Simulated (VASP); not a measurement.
## CoO: single point with PBEsol

The system is CoO.

```xyz
2
Lattice="1.4954 0.8633 2.4236 -1.4954 0.8633 2.4236 0.0000 -1.7267 2.4236" Properties=species:S:1:pos:R:3 pbc="T T T"
Co    0.0000    0.0000    0.0000
O     0.0000    0.0000    3.6353
```

This cell differs from its parent crystal: volume scaled by 0.98.

| Quantity | Value |
| --- | --- |
| Program | VASP 6.6.1 |
| Task | single point |
| Functional | PBEsol |
| Potentials or basis | VASP PAW PBE potentials, release 64 (Co, O) |
| Cutoff | 520 eV |
| k mesh | 11 × 11 × 11 |
| Occupations | fermi-dirac, width 0.05 eV |
| Spin | collinear spin, ferromagnetic start |
| Starting moments | [2.0, 0.0] μB |
| Dipole correction | no |
| Further INCAR settings | ALGO = Normal; EDIFF = 1e-06; NBANDS = 18 |

```
Pressure                                              : -6.8 GPa
Net moment                                            : 2.86 μB per cell
Site moments                                          : Co +2.51; O +0.30 μB
Valence electrons inside the program's atomic spheres : Co 7.85; O 4.96
```

Stress tensor (GPa, compression positive):
```
-6.63  0.00  0.00
 0.00 -6.63  0.00
 0.00  0.00 -7.02
```

Levels at points of the mesh, in eV from the Fermi level:
Spin up:
```tsv
k point	band 5	band 6	band 7	band 8	band 9	band 10	band 11	band 12	band 13	band 14
(0.00, 0.00, 0.00)	-3.28	-3.28	-3.17	-3.17	-3.13	0.99	16.65	18.07	18.07	18.28
```
Spin down:
| k point | band 3 | band 4 | band 5 | band 6 | band 7 | band 8 | band 9 | band 10 |
| --- | --- | --- | --- | --- | --- | --- | --- | --- |
| (0.00, 0.00, 0.00) | -2.79 | -2.73 | -1.18 | -1.18 | -1.15 | -0.18 | -0.18 | 1.54 |

Run time: 87 s on 1 thread of Intel(R) Xeon(R) Platinum 8259CL CPU @ 2.50GHz (Skylake/Cascade Lake) (shared host), peak memory 0.21 GiB.

Caveat: the PAW data sets were made with another functional, which shifts forces and pressure a little; a cell with one magnetic atom can't hold antiferromagnetic order, which such compounds often take; semilocal functionals often make such compounds metallic where correlation or magnetic order opens a gap, which also shifts bond lengths.
